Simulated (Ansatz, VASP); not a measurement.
## Two plane-wave programs on GaN

```
Ga N
1.0
     2.86538    0.00000    0.00000
    -1.43269    2.48150    0.00000
     0.00000    0.00000    7.87604
Ga N
2 2
Direct
  0.33333 0.66667 0.25000
  0.66667 0.33333 0.75000
  0.33333 0.66667 0.75000
  0.66667 0.33333 0.25000
```

Alike in both runs: task single point; functional r2SCAN; k mesh 6 × 6 × 2; occupations gaussian, width 0.1 eV; no spin polarisation.

```csv
,VASP,Ansatz
version,VASP 6.6.1,Ansatz 0.2.0
potentials or method,"VASP PAW PBE potentials, release 64 (Ga_d, N), cutoff 520 eV","scalar-relativistic, plane waves, PAW"
valence electrons in the cell,36,36
```

```csv
,VASP,Ansatz,Ansatz less VASP
gap on the k mesh at the Fermi level (eV),2.11,2.12,+0.011
least direct gap on the mesh (eV),2.11,2.12,+0.011
```

VASP's potentials were made for PBE, not for r2SCAN.

The k mesh is coarse, so the values compare programs but aren't converged.
